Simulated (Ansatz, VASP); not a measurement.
**One calculation of Ta2N, two programs**

Contents of INCAR:

```
SYSTEM = Ta2N
  ALGO = Normal
  EDIFF = 1E-6
  ENCUT = 520
  GGA = PS
  ISIF = 2
  ISMEAR = 0
  LASPH = .True.
  LCHARG = .False.
  LREAL = .False.
  LWAVE = .False.
  NBANDS = 20
  NELM = 100
  PREC = Accurate
  SIGMA = 0.15
```

File KPOINTS:

```
k-points
0
Gamma
  18 18 10
  0 0 0
```

Contents of POSCAR:

```
Ta2N
1.0
    3.2141982888      0.0000000000      0.0000000000
   -1.6070991444      2.7835773709      0.0000000000
    0.0000000000      0.0000000000      4.6014462703
Ta N
2 1
Direct
    0.6666666667      0.3333333333      0.7463700642
    0.3333333333      0.6666666667      0.2536299358
    0.0000000000      0.0000000000      0.0000000000
```

Input for Ansatz:

```yaml
crystal:
  lattice:
    - [3.2141982888, 0.0, 0.0]
    - [-1.6070991444, 2.7835773709, 0.0]
    - [0.0, 0.0, 4.6014462703]
  atoms:
    - { symbol: Ta, position: [0.6666666667, 0.3333333333, 0.7463700642] }
    - { symbol: Ta, position: [0.3333333333, 0.6666666667, 0.2536299358] }
    - { symbol: "N", position: [0.0, 0.0, 0.0] }
basis:
  ecutwfc: 520.0
kpoints:
  mp_grid: { grid: [18, 18, 10] }
hamiltonian:
  xc: pbesol
  pseudopotentials: { kind: paw, azcp: { folder: soft_1 } }
scf:
  occupations: { method: gaussian, width: 0.15 }
output:
  forces: true
  stress: true
  eigenvalues: true
```

Alike in both runs: task single point; functional PBEsol; k mesh 18 × 18 × 10; occupations gaussian, width 0.15 eV; no spin polarisation.

```csv
,VASP,Ansatz
version,VASP 6.6.1,Ansatz 0.2.0
potentials or method,"VASP PAW PBE potentials, release 64 (Ta_pv, N), cutoff 520 eV","scalar-relativistic, plane waves, PAW"
valence electrons in the cell,27,31
```

VASP gave:

```
gap on the k mesh at the Fermi level (eV)                     : none
pressure (GPa)                                                : -9.4
traceless stress, the component that is largest in VASP (GPa) : 13.91
rms of the force components (eV/Å)                            : 0.365
```

Question: Which values does Ansatz return?

Answer: gap on the k mesh at the Fermi level (eV): none; pressure (GPa): -9.9; traceless stress, the component that is largest in VASP (GPa): 14.01; rms of the force components (eV/Å): 0.389.

VASP's potentials were made for PBE, not for PBEsol, and Ansatz warns of the same on its side. Atom by atom the forces differ by 0.025 eV/Å (rms over components). A gap of «none» marks a metal or a gap that the smearing closes. VASP's potentials hold 27 valence electrons a cell and Ansatz's 31, so a difference there can come from the potentials and not from the codes.

Neither program's run includes spin-orbit coupling.
